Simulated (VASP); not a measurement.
A run of VASP 6.6.1:

The input INCAR:

```
PREC     = Accurate       # precision mode
ENCUT    = 520            # plane-wave cutoff, eV
EDIFF    = 1E-6           # SCF threshold, eV
ISMEAR   = 0              # smearing method
SIGMA    = 0.1            # smearing width, eV
LREAL    = F              # projectors in reciprocal space
LASPH    = T              # aspherical terms in the spheres
NELM     = 100            # most SCF steps
ALGO     = Normal         # electronic algorithm
ISIF     = 2              # what is computed and relaxed
LWAVE    = F              # write WAVECAR
LCHARG   = F              # write CHGCAR
LDIPOL   = T            
IDIPOL   = 3            
DIPOL    = 0.5 0.5 0.294
GGA      = PE             # functional
NBANDS   = 20             # bands
```

KPOINTS

```
Automatic mesh
0
Gamma
  4 5 1
```

Contents of POSCAR:

```
Mg4H
1.0
    6.4201385733      0.0000000000      0.0000000000
    0.0000000000      5.1379129567      0.0000000000
    0.0000000000      0.0000000000     21.6644777330
Mg H
8 2
Direct
    0.0000000000      0.7500000000      0.1846340378
    0.5000000000      0.7500000000      0.1846340378
    0.2500000000      0.2500000000      0.2274076137
    0.7500000000      0.2500000000      0.2274076137
    0.2500000000      0.7500000000      0.3173234500
    0.7500000000      0.7500000000      0.3173234500
    0.0000000000      0.2500000000      0.3537808678
    0.5000000000      0.2500000000      0.3537808678
    0.6580237921      0.0833333333      0.3893229201
    0.8419762079      0.0833333333      0.3893229201
```

Potentials or basis: VASP PAW PBE potentials, release 64 (Mg, H).

Launch:

```bash
$ cat potpaw_PBE.64/Mg/POTCAR potpaw_PBE.64/H/POTCAR > POTCAR
$ mpirun -np 1 vasp_std > vasp.out
```

Hardware: 1 thread of AMD EPYC 7R13 Processor (Zen 3), on a shared host.

Q: Estimate the wall time of this run.

A: Run time: 2.8 min on 1 thread of AMD EPYC 7R13 Processor (Zen 3), on a shared host, peak memory 0.62 GiB. Counts: scf iterations 23, k points 9.
